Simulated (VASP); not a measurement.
# Nb (Im-3m) in VASP: density of states with PBE

Aim: the density of states of Nb with PBE.

Everything below comes from runs of VASP 6.6.1. Logs are shortened: lines on timing, memory, paths and dates and some standing lists are left out, and cuts for length are marked.

## Step 1: The cell of the first run

It takes space group Im-3m (No. 229, cubic). Conventional cell: a = 3.328 Å, b = 3.328 Å, c = 3.328 Å, α = 90.00°, β = 90.00°, γ = 90.00°. Nb (site symmetry m-3m) has 14 Nb at 2.88 to 3.33 Å within 3.8 Å.

## Step 2: Density of states, PBE

Input file POSCAR:

```
Nb
1.0
   -1.6639500000      1.6639500000      1.6639500000
    1.6639500000     -1.6639500000      1.6639500000
    1.6639500000      1.6639500000     -1.6639500000
Nb
1
Direct
    0.0000000000      0.0000000000      0.0000000000
```

Input file INCAR.step1:

```
SYSTEM = Nb
ALGO = Normal ; EDIFF = 1E-6
ENCUT = 400 ; GGA = PE
GGA_COMPAT = .FALSE. ; ISIF = 2
ISMEAR = 0 ; LASPH = .TRUE.
LCHARG = .TRUE. ; LMAXMIX = 4
LORBIT = 11 ; LREAL = .FALSE.
LWAVE = .FALSE. ; NBANDS = 12
NEDOS = 2001 ; NELM = 120
PREC = Accurate ; SIGMA = 0.1
```

Input file KPOINTS.step1:

```
k-points
0
G
  18 18 18
  0 0 0
```

Input file INCAR.step2:

```
SYSTEM = Nb
ALGO = Normal ; EDIFF = 1E-6
ENCUT = 400 ; GGA = PE
GGA_COMPAT = .FALSE. ; ICHARG = 11
ISIF = 2 ; ISMEAR = -5
LASPH = .TRUE. ; LCHARG = .FALSE.
LMAXMIX = 4 ; LORBIT = 11
LREAL = .FALSE. ; LWAVE = .FALSE.
NBANDS = 12 ; NEDOS = 2001
NELM = 120 ; PREC = Accurate
SIGMA = 0.1
```

Input file KPOINTS.step2:

```
k-points
0
G
  27 27 27
  0 0 0
```

Potentials or basis: VASP PAW PBE potentials, release 64 (Nb_sv).

Command:

```sh
cat potpaw_PBE.64/Nb_sv/POTCAR > POTCAR
cp INCAR.step1 INCAR
cp KPOINTS.step1 KPOINTS
mpirun -np 1 vasp_std > vasp.out
cp INCAR.step2 INCAR
cp KPOINTS.step2 KPOINTS
mpirun -np 1 vasp_std > vasp.out
```

OUTCAR:

```text
SYSTEM = Nb
   EDIFF = 1E-6
   ENCUT = 400
   GGA = PE
   ICHARG = 11
   ISIF = 2
   ISMEAR = -5
   LASPH = .TRUE.
   LORBIT = 11
   LREAL = .FALSE.
   NELM = 120
   PREC = Accurate

 ion  position               nearest neighbor table
   1  0.000  0.000  0.000-

  LATTYP: Found a body centered cubic cell.
 ALAT       =     3.3279000000

  Lattice vectors:

 A1 = (  -1.6639500000,   1.6639500000,   1.6639500000)
 A2 = (   1.6639500000,  -1.6639500000,   1.6639500000)
 A3 = (   1.6639500000,   1.6639500000,  -1.6639500000)

Analysis of symmetry for initial positions (statically):
=====================================================================
 Subroutine PRICEL returns:
 Original cell was already a primitive cell.

 Routine SETGRP: Setting up the symmetry group for a
 body centered cubic supercell.

 Subroutine GETGRP returns: Found 48 space group operations
 (whereof 48 operations were pure point group operations)
 out of a pool of 48 trial point group operations.

The static configuration has the point symmetry O_h .

Analysis of symmetry for dynamics (positions and initial velocities):
=====================================================================
 Subroutine PRICEL returns:
 Original cell was already a primitive cell.

 Routine SETGRP: Setting up the symmetry group for a
 body centered cubic supercell.

 Subroutine GETGRP returns: Found 48 space group operations
 (whereof 48 operations were pure point group operations)
 out of a pool of 48 trial point group operations.

The dynamic configuration has the point symmetry O_h .

 Subroutine INISYM returns: Found 48 space group operations
 (whereof 48 operations are pure point group operations),
 and found     1 'primitive' translations

----------------------------------------------------------------------------------------

                                     Primitive cell

  volume of cell :      18.4281

  direct lattice vectors                    reciprocal lattice vectors
    -1.663950000  1.663950000  1.663950000     0.000000000  0.300489798  0.300489798
     1.663950000 -1.663950000  1.663950000     0.300489798  0.000000000  0.300489798
     1.663950000  1.663950000 -1.663950000     0.300489798  0.300489798  0.000000000

  length of vectors
     2.882045941  2.882045941  2.882045941     0.424956748  0.424956748  0.424956748

  position of ions in fractional coordinates (direct lattice)
     0.000000000  0.000000000  0.000000000

  ion indices of the primitive-cell ions
   primitive index   ion index
                 1           1

----------------------------------------------------------------------------------------

 KPOINTS: k-points

Automatic generation of k-mesh.
 Grid dimensions read from file:
 generate k-points for:   27   27   27

 Generating k-lattice:

  Cartesian coordinates                     Fractional coordinates (reciprocal lattice)
     0.000000000  0.011129252  0.011129252     0.037037037  0.000000000  0.000000000
     0.011129252  0.000000000  0.011129252     0.000000000  0.037037037  0.000000000
     0.011129252  0.011129252  0.000000000     0.000000000  0.000000000  0.037037037

  Length of vectors
     0.015739139  0.015739139  0.015739139

  Shift w.r.t. Gamma in fractional coordinates (k-lattice)
     0.000000000  0.000000000  0.000000000

 TETIRR: Found  23679 inequivalent tetrahedra from   118098

 Subroutine IBZKPT returns following result:
 ===========================================

 Found    560 irreducible k-points:

 Following reciprocal coordinates:
            Coordinates               Weight
  0.000000  0.000000  0.000000      1.000000
  0.037037  0.000000  0.000000     12.000000
  0.074074  0.000000  0.000000     12.000000
  0.111111  0.000000  0.000000     12.000000
  0.148148  0.000000  0.000000     12.000000
  0.185185  0.000000  0.000000     12.000000
[... 16 lines left out ...]
  0.333333  0.037037  0.000000     48.000000
  0.370370  0.037037  0.000000     48.000000
 [... further k-points ...]
   k-points           NKPTS =    560   k-points in BZ     NKDIM =    560   number of bands    NBANDS=     12
   number of dos      NEDOS =   2001   number of ions     NIONS =      1
   total plane-waves  NPLWV =   8000
   dimension x,y,z NGX =    20 NGY =   20 NGZ =   20
   dimension x,y,z NGXF=    40 NGYF=   40 NGZF=   40
   ions per type =               1
   NGX,Y,Z   is equivalent  to a cutoff of  11.54, 11.54, 11.54 a.u.
   NGXF,Y,Z  is equivalent  to a cutoff of  23.07, 23.07, 23.07 a.u.
 SYSTEM =  Nb
   PREC   = accura    normal or accurate (medium, high low for compatibility)
   ISTART =      0    job   : 0-new  1-cont  2-samecut
   ICHARG =     11    charge: 1-file 2-atom 10-const
   ISPIN  =      1    spin polarized calculation?
   LNONCOLLINEAR =      F non collinear calculations
   LSORBIT =      F    spin-orbit coupling
   LASPH  =      T    aspherical Exc in radial PAW
   ENCUT  =  400.0 eV  29.40 Ry    5.42 a.u.   4.70  4.70  4.70*2*pi/ulx,y,z
   NELM   =    120;   NELMIN=  2; NELMDL=  0     # of ELM steps
   EDIFF  = 0.1E-05   stopping-criterion for ELM
   LREAL  =      F    real-space projection
   EDIFFG = 0.1E-04   stopping-criterion for IOM
   NSW    =      0    number of steps for IOM
   IBRION =     -1    ionic relax: 0-MD 1-quasi-New 2-CG
   NFREE  =      0    steps in history (QN), initial steepest desc. (CG)
   ISIF   =      2    stress and relaxation
   ISYM   =      2    0-nonsym 1-usesym 2-fastsym
   POTIM  = 0.5000    time-step for ionic-motion
   TEBEG  =    0.0;   TEEND  =   0.0 temperature during run
   PSTRESS=    0.0 pullay stress
   NELECT =      13.0000    total number of electrons
   NUPDOWN=      -1.0000    fix difference up-down
   EMIN   =  10.00;   EMAX   =-10.00  energy-range for DOS
   EFERMI =   0.00;   METHOD = LEGACY
   ISMEAR =    -5;   SIGMA  =   0.10  broadening in eV -4-tet -1-fermi 0-gaus
   EFERMI_NEDOS =   21; number of points for ismear=-14 and -15
   IALGO  =     38    algorithm
   IMIX   =      4    mixing-type and parameters
     AMIX     =   0.40;   BMIX     =  1.00
     AMIX_MAG =   1.60;   BMIX_MAG =  1.00
  volume/ion in A,a.u.               =      18.43       124.36
  Fermi-wavevector in a.u.,A,eV,Ry     =   1.457345  2.753983 28.896790  2.123854
  Thomas-Fermi vector in A             =   2.574157
   LORBIT       =     11    0 simple, 1 ext, 2 COOP (PROOUT), +10 PAW based schemes
   GGA     = PE    functional components
   LHFCALC =     F    Hartree Fock is set to
   AEXX    =    0.0000 exact exchange contribution
   IVDW    =     0    specifies the selected vdW correction
   LEPSILON=     F    determine dielectric tensor
   LRPA    =     F    only Hartree local field effects (RPA)
 non-spin polarized calculation
 Fermi weights with tetrahedron method with Bloechl corrections
  energy-cutoff  :      400.00
  volume of cell :       18.43
 maximum number of plane-waves:       370

 number of electron      13.0000003 magnetization

 Free energy of the ion-electron system (eV)
  ---------------------------------------------------
  ext. energy  EPLUGINS =         0.00000000
  ---------------------------------------------------
  free energy    TOTEN  =       -10.21094635 eV

  energy without entropy =      -10.21094635  energy(sigma->0) =      -10.21094635

 E-fermi :  10.8550     XC(G=0): -12.3823

 val. band max:       10.8689325504   @ k =  -0.3333   0.3704   0.0741
 cond. band min:      10.8517498943   @ k =  -0.2593   0.2593   0.1481
 fundamental gap:     -0.0171826561
 Fermi energy:        10.8549918218

 k-point     1 :       0.0000    0.0000    0.0000
  band No.  band energies     occupation
      1     -43.5307      2.00000
      2     -18.8798      2.00000
      3     -18.8798      2.00000
      4     -18.8798      2.00000
      5       4.9830      2.00000
      6      11.2385      0.00000
      7      11.2385      0.00000
      8      11.2385      0.00000
      9      14.0731      0.00000
     10      14.0731      0.00000
     11      25.0214      0.00000
     12      25.0214      0.00000

 k-point     2 :       0.0370    0.0000    0.0000
  band No.  band energies     occupation
      1     -43.5277      2.00000
      2     -18.8981      2.00000
      3     -18.8853      2.00000
      4     -18.8799      2.00000
      5       5.0387      2.00000
      6      11.2041      0.00000
      7      11.2313      0.00000
      8      11.2912      0.00000
      9      14.0179      0.00000
     10      14.0731      0.00000
     11      25.0760      0.00000
     12      25.1188      0.00000

 k-point     3 :       0.0741    0.0000    0.0000
  band No.  band energies     occupation
      1     -43.5190      2.00000
      2     -18.9523      2.00000
      3     -18.9018      2.00000
      4     -18.8805      2.00000
      5       5.2019      2.00000
      6      11.1043      0.00000
      7      11.2043      0.00000
      8      11.4482      0.00000
      9      13.8742      0.00000
     10      14.0733      0.00000
     11      25.1967      0.00000
     12      25.4067      0.00000
[... 286 lines left out ...]
 k-point    23 :       0.3333    0.0370    0.0000
  band No.  band energies     occupation
      1     -43.3515      2.00000
      2     -19.9006      2.00000
      3     -19.2046      2.00000
      4     -18.8960      2.00000
      5       7.4078      2.00000
      6       9.6073      2.00000
      7      11.3830     -0.01542
      8      13.9022      0.00000
      9      14.5238      0.00000
     10      15.3878      0.00000
     11      23.6478      0.00000
     12      24.5352      0.00000

 k-point    24 :       0.3704    0.0370    0.0000
  band No.  band energies     occupation
      1     -43.3324      2.00000
      2     -20.0004      2.00000
      3     -19.2384      2.00000
      4     -18.8970      2.00000
      5       7.3871      2.00000
      6       9.4690      2.00000
      7      11.8741      0.00000
      8      14.0257      0.00000
      9      14.6268      0.00000
     10      16.0390      0.00000
     11      23.1618      0.00000
     12      23.7717      0.00000

 [... further k-points ...]

------------------------ aborting loop because EDIFF is reached ----------------------------------------

  FORCE on cell =-STRESS in cart. coord.  units (eV):
  Direction    XX          YY          ZZ          XY          YZ          ZX
  --------------------------------------------------------------------------------------
  -------------------------------------------------------------------------------------
  Total       -0.3856784     -0.3856784     -0.3856784      0.0000000     -0.0000000      0.0000000
  in kB      -33.5316657    -33.5316657    -33.5316657      0.0000000     -0.0000000      0.0000000
  external PRESSURE =     -33.5316657 kB  Pullay stress =       0.0000000 kB

 VOLUME and BASIS-vectors are now :
 -----------------------------------------------------------------------------
  energy-cutoff  :      400.00
  volume of cell :       18.43
      direct lattice vectors                 reciprocal lattice vectors
    -1.663950000  1.663950000  1.663950000     0.000000000  0.300489798  0.300489798
     1.663950000 -1.663950000  1.663950000     0.300489798  0.000000000  0.300489798
     1.663950000  1.663950000 -1.663950000     0.300489798  0.300489798  0.000000000

 POSITION                                       TOTAL-FORCE (eV/Angst)
 -----------------------------------------------------------------------------------
      0.00000      0.00000      0.00000        -0.000000      0.000000      0.000000
 -----------------------------------------------------------------------------------
    total drift:                               -0.000000     -0.000000      0.000000

  FREE ENERGIE OF THE ION-ELECTRON SYSTEM (eV)
  ---------------------------------------------------
  free  energy   TOTEN  =       -10.2109463499 eV

  energy  without entropy=      -10.2109463499  energy(sigma->0) =      -10.21094635

 total charge

# of ion       s       p       d       tot
------------------------------------------
    1        2.216   5.996   2.491  10.703
```

It took 70 s on 1 thread of Intel Xeon Platinum 8488C (Sapphire Rapids), shared host; peak memory 0.24 GiB.

What came out:

* Valence electrons inside the program's atomic spheres: Nb 10.70

Levels at points of the mesh, in eV from the Fermi level:
```tsv
k point	band 3	band 4	band 5	band 6	band 7	band 8	band 9	band 10	band 11	band 12
(0.00, 0.00, 0.00)	-29.73	-29.73	-5.87	0.38	0.38	0.38	3.22	3.22	14.17	14.17
```

Caveat: tetrahedron occupations give inexact forces and stress in metals.
